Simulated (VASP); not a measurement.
# AgPdO2 (Pmmm) in VASP: notebook, part 2 of 2

VASP 6.6.1. Earlier steps stand in the parts before.

### 3 Single point, LDA

This run uses another cell than the first one, of 12.44 Å³/atom.

INCAR

```
  ALGO = Normal
  EDIFF = 1E-7
  ENCUT = 520
  ISIF = 2
  ISMEAR = -1
  LASPH = True
  LCHARG = False
  LREAL = False
  LWAVE = False
  NBANDS = 24
  NELM = 80
  PREC = Accurate
  SIGMA = 0.1
```

KPOINTS

```
k-points
0
Gamma
  9 8 5
```

POSCAR

```
AgPdO2
1.0
    2.9067340353      0.0000000000      0.0000000000
    0.0000000000      3.2011463740      0.0000000000
    0.0000000000      0.0000000000      5.3490612684
Ag Pd O
1 1 2
Direct
    0.5000000000      0.5000000000      0.5000000000
    0.0000000000      0.0000000000      0.0000000000
    0.5000000000      0.0000000000      0.2469812048
    0.5000000000      0.0000000000      0.7530187952
```

Potentials or basis: VASP PAW LDA potentials, release 64 (Ag, Pd, O).

The run is started by

```sh
$ cat potpaw_LDA.64/Ag/POTCAR potpaw_LDA.64/Pd/POTCAR potpaw_LDA.64/O/POTCAR > POTCAR
$ mpirun -np 1 vasp_std > vasp.out
```

OUTCAR:

```text
EDIFF = 1E-7
   ENCUT = 520
   ISIF = 2
   ISMEAR = -1
   LASPH = True
   LREAL = False
   NELM = 80
   PREC = Accurate

 ion  position               nearest neighbor table
   1  0.500  0.500  0.500-   3 2.10   4 2.10   3 2.10   4 2.10   2 3.44   2 3.44   2 3.44   2 3.44
                             2 3.44   2 3.44   2 3.44   2 3.44
   2  0.000  0.000  0.000-   3 1.96   4 1.96   3 1.96   4 1.96   1 3.44   1 3.44   1 3.44   1 3.44
                             1 3.44   1 3.44   1 3.44   1 3.44
   3  0.500  0.000  0.247-   2 1.96   2 1.96   1 2.10   1 2.10
   4  0.500  0.000  0.753-   2 1.96   2 1.96   1 2.10   1 2.10

  LATTYP: Found a simple orthorhombic cell.
 ALAT       =     2.9067340353
 B/A-ratio  =     1.1012863011
 C/A-ratio  =     1.8402307206

  Lattice vectors:

 A1 = (   2.9067340353,   0.0000000000,   0.0000000000)
 A2 = (   0.0000000000,   3.2011463740,   0.0000000000)
 A3 = (   0.0000000000,   0.0000000000,   5.3490612684)

Analysis of symmetry for initial positions (statically):
=====================================================================
 Subroutine PRICEL returns:
 Original cell was already a primitive cell.

 Routine SETGRP: Setting up the symmetry group for a
 simple orthorhombic supercell.

 Subroutine GETGRP returns: Found  8 space group operations
 (whereof  8 operations were pure point group operations)
 out of a pool of  8 trial point group operations.

The static configuration has the point symmetry D_2h.

Analysis of symmetry for dynamics (positions and initial velocities):
=====================================================================
 Subroutine PRICEL returns:
 Original cell was already a primitive cell.

 Routine SETGRP: Setting up the symmetry group for a
 simple orthorhombic supercell.

 Subroutine GETGRP returns: Found  8 space group operations
 (whereof  8 operations were pure point group operations)
 out of a pool of  8 trial point group operations.

The dynamic configuration has the point symmetry D_2h.

[... 120 lines left out ...]
   IMIX   =      4    mixing-type and parameters
     AMIX     =   0.40;   BMIX     =  1.00
     AMIX_MAG =   1.60;   BMIX_MAG =  1.00
  volume/ion in A,a.u.               =      12.44        83.97
  Fermi-wavevector in a.u.,A,eV,Ry     =   1.427524  2.697629 27.726280  2.037824
  Thomas-Fermi vector in A             =   2.547684
   LORBIT       =      0    0 simple, 1 ext, 2 COOP (PROOUT), +10 PAW based schemes
   GGA     = CA    functional components
   LHFCALC =     F    Hartree Fock is set to
   AEXX    =    0.0000 exact exchange contribution
   IVDW    =     0    specifies the selected vdW correction
   LEPSILON=     F    determine dielectric tensor
   LRPA    =     F    only Hartree local field effects (RPA)
 non-spin polarized calculation
  energy-cutoff  :      520.00
  volume of cell :       49.77
 maximum number of plane-waves:      1372
 NGX is ok and might be reduce to    24
   NGX = 11   NGY = 11   NGZ = 19

 number of electron      32.9999980 magnetization

 Free energy of the ion-electron system (eV)
  ---------------------------------------------------
  ext. energy  EPLUGINS =         0.00000000
  ---------------------------------------------------
  free energy    TOTEN  =       -23.04366596 eV

  energy without entropy =      -22.99156348  energy(sigma->0) =      -23.01761472

 E-fermi :   6.7398     XC(G=0): -12.2456

 val. band max:        6.7308257292   @ k =   0.0000   0.3750   0.0000
 cond. band min:       6.7915326301   @ k =   0.1111   0.2500   0.2000
 fundamental gap:      0.0607069009
 Fermi energy:         6.7398126826

 k-point     1 :       0.0000    0.0000    0.0000
  band No.  band energies     occupation
      1     -13.1833      2.00000
      2     -11.8453      2.00000
      3      -2.2940      2.00000
      4      -0.4225      2.00000
      5      -0.3950      2.00000
      6       1.2390      2.00000
[... 637 lines left out ...]
     23      17.9397      0.00000
     24      18.5351      0.00000

 [... further k-points ...]

------------------------ aborting loop because EDIFF is reached ----------------------------------------

  FORCE on cell =-STRESS in cart. coord.  units (eV):
  Direction    XX          YY          ZZ          XY          YZ          ZX
  --------------------------------------------------------------------------------------
  -------------------------------------------------------------------------------------
  Total        2.0252661      1.8519433      2.0222934      0.0000000      0.0000000      0.0000000
  in kB       65.1934955     59.6142198     65.0978048      0.0000000      0.0000000      0.0000000
  external PRESSURE =      63.3018400 kB  Pullay stress =       0.0000000 kB

 VOLUME and BASIS-vectors are now :
 -----------------------------------------------------------------------------
  energy-cutoff  :      520.00
  volume of cell :       49.77
      direct lattice vectors                 reciprocal lattice vectors
     2.906734035  0.000000000  0.000000000     0.344028724  0.000000000  0.000000000
     0.000000000  3.201146374  0.000000000     0.000000000  0.312388090  0.000000000
     0.000000000  0.000000000  5.349061268     0.000000000  0.000000000  0.186948691

 POSITION                                       TOTAL-FORCE (eV/Angst)
 -----------------------------------------------------------------------------------
      1.45337      1.60057      2.67453         0.000000     -0.000000      0.000000
      0.00000      0.00000      0.00000         0.000000     -0.000000      0.000000
      1.45337      0.00000      1.32112         0.000000      0.000000      0.036544
      1.45337      0.00000      4.02794         0.000000     -0.000000     -0.036544
 -----------------------------------------------------------------------------------
    total drift:                                0.000000      0.000000     -0.000000

  FREE ENERGIE OF THE ION-ELECTRON SYSTEM (eV)
  ---------------------------------------------------
  free  energy   TOTEN  =       -23.0436659593 eV

  energy  without entropy=      -22.9915634780  energy(sigma->0) =      -23.01761472
```

Wall time 33 s (1 thread of Intel Xeon 6975P-C (Granite Rapids), shared host); peak memory 0.21 GiB.

What came out:

| Quantity | Value |
| --- | --- |
| Free energy | -23.0437 eV |
| Pressure | 6.3 GPa |
| Largest force | 0.037 eV/Å |
| Band gap on the k mesh | zero (an odd number of electrons rules out a gap without spin polarisation) |

Forces in eV/Å, atoms in the order of the input:
```
Ag   0.000  0.000  0.000
Pd   0.000  0.000  0.000
O    0.000  0.000  0.037
O    0.000  0.000 -0.037
```

Caveat: the cell stands under pressure; an odd number of electrons without spin polarisation forces a metal; a magnetic or distorted state may lie lower.

### 4 Single point, LDA

This run uses another cell than the first one, of 12.59 Å³/atom.

INCAR

```
SYSTEM = AgPdO2
  ALGO = Normal
  EDIFF = 1E-6
  ENCUT = 520
  ISIF = 2
  ISMEAR = -1
  LASPH = .True.
  LCHARG = .False.
  LREAL = .False.
  LWAVE = .False.
  NBANDS = 24
  NELM = 60
  PREC = Accurate
  SIGMA = 0.1
```

KPOINTS

```
k-points
0
Gamma
  9 8 5
  0 0 0
```

POSCAR

```
AgPdO2
1.0
    2.9215511999      0.0000000000      0.0000000000
    0.0000000000      3.2254995634      0.0000000000
    0.0000000000      0.0000000000      5.3446199518
Ag Pd O
1 1 2
Direct
    0.5000000000      0.5000000000      0.5000000000
    0.0000000000      0.0000000000      0.0000000000
    0.5000000000      0.0000000000      0.2469050748
    0.5000000000      0.0000000000      0.7530949252
```

The run is started by

```sh
$ cat potpaw_LDA.64/Ag/POTCAR potpaw_LDA.64/Pd/POTCAR potpaw_LDA.64/O/POTCAR > POTCAR
$ mpirun -np 1 vasp_std > vasp.out
```

It took 32 s on 1 thread of Intel Xeon 6975P-C (Granite Rapids), shared host; peak memory 0.21 GiB.

The run converged. Its results:

| Quantity | Value |
| --- | --- |
| Free energy | -23.0634 eV |
| Pressure | 4.3 GPa |
| Largest force | 0.037 eV/Å |
| Band gap on the k mesh | zero (an odd number of electrons rules out a gap without spin polarisation) |

Forces in eV/Å, atoms in the order of the input:
```
Ag   0.000  0.000  0.000
Pd   0.000  0.000  0.000
O    0.000  0.000  0.037
O    0.000  0.000 -0.037
```

Stress tensor (GPa, compression positive):
```
4.48 0.00 0.00
0.00 3.96 0.00
0.00 0.00 4.45
```

Levels at points of the mesh, in eV from the Fermi level:
| k point | band 12 | band 13 | band 14 | band 15 | band 16 | band 17 | band 18 | band 19 | band 20 | band 21 |
| --- | --- | --- | --- | --- | --- | --- | --- | --- | --- | --- |
| (0.00, 0.00, 0.00) | -3.46 | -3.23 | -2.49 | -1.91 | -1.51 | 1.05 | 1.57 | 2.33 | 5.07 | 7.96 |
| (0.00, 0.50, 0.00) | -2.56 | -2.31 | -2.16 | -0.98 | -0.50 | -0.28 | 2.16 | 4.15 | 5.05 | 5.89 |

Caveat: the cell stands under pressure; an odd number of electrons without spin polarisation forces a metal; a magnetic or distorted state may lie lower.

### 5 Single point, LDA

This run uses another cell than the first one, of 12.75 Å³/atom.

INCAR

```
SYSTEM = AgPdO2
PREC = Accurate
ENCUT = 520
EDIFF = 1E-7
ISMEAR = -1
SIGMA = 0.1
LREAL = .False.
LASPH = .True.
NELM = 100
ALGO = Normal
ISIF = 2
LWAVE = .False.
LCHARG = .True.
LELF = .True.
LVHAR = .True.
NBANDS = 24
```

KPOINTS

```
Automatic mesh
0
Gamma
  9 8 5
  0 0 0
```

POSCAR

```
AgPdO2
1.0
    2.9366116964      0.0000000000      0.0000000000
    0.0000000000      3.2511056586      0.0000000000
    0.0000000000      0.0000000000      5.3410749063
Ag Pd O
1 1 2
Direct
    0.5000000000      0.5000000000      0.5000000000
    0.0000000000      0.0000000000      0.0000000000
    0.5000000000      0.0000000000      0.2468005875
    0.5000000000      0.0000000000      0.7531994125
```

The run is started by

```sh
$ cat potpaw_LDA.64/Ag/POTCAR potpaw_LDA.64/Pd/POTCAR potpaw_LDA.64/O/POTCAR > POTCAR
$ mpirun -np 1 vasp_std > vasp.out
```

Wall time 35 s (1 thread of Intel Xeon 6975P-C (Granite Rapids), shared host); peak memory 0.21 GiB.

It converged, with:

```yaml
Free_energy: -23.0763 eV
Pressure: 2.3 GPa
Largest_force: 0.035 eV/Å
Band_gap_on_the_k_mesh: zero (an odd number of electrons rules out a gap without spin polarisation)
```

Forces on the atoms (eV/Å):
```
Ag   0.000  0.000  0.000
Pd   0.000  0.000  0.000
O    0.000  0.000  0.035
O    0.000  0.000 -0.035
```

Stress tensor (GPa, compression positive):
```
2.45 0.00 0.00
0.00 1.95 0.00
0.00 0.00 2.41
```

Levels at points of the mesh, in eV from the Fermi level:
```csv
k point,band 12,band 13,band 14,band 15,band 16,band 17,band 18,band 19,band 20,band 21
"(0.00, 0.00, 0.00)",-3.42,-3.12,-2.45,-1.88,-1.44,1.04,1.55,2.35,5.09,7.95
"(0.00, 0.50, 0.00)",-2.49,-2.27,-2.14,-0.94,-0.49,-0.29,2.18,4.22,4.99,5.88
```

Caveat: an odd number of electrons without spin polarisation forces a metal; a magnetic or distorted state may lie lower.

### 6 Summary

```tsv
cell	gap on the mesh (eV)	pressure (GPa)	largest force (eV/Å)
a = 2.893, b = 3.174, c = 5.359 Å, 4 atoms, atomic positions A	none	8.3	0.04
a = 2.907, b = 3.201, c = 5.349 Å, 4 atoms, atomic positions B	none	6.3	0.04
a = 2.922, b = 3.225, c = 5.345 Å, 4 atoms, atomic positions B	none	4.3	0.04
a = 2.937, b = 3.251, c = 5.341 Å, 4 atoms, atomic positions A	none	2.3	0.04
```

Alike in all rows: task single point; level LDA; potentials or basis VASP PAW LDA potentials, release 64 (Ag, Pd, O); no spin polarisation; k mesh 9 × 8 × 5; cutoff (eV) 520; smearing fermi-dirac 0.1 eV.

Caveats: an odd number of electrons without spin polarisation forces a metal; a magnetic or distorted state may lie lower; the cell stands under pressure (at least some runs).

Absolute energies hang on the potentials; compare differences alone.

The gap in the log of VASP goes by the Fermi energy; the results here count the filled bands.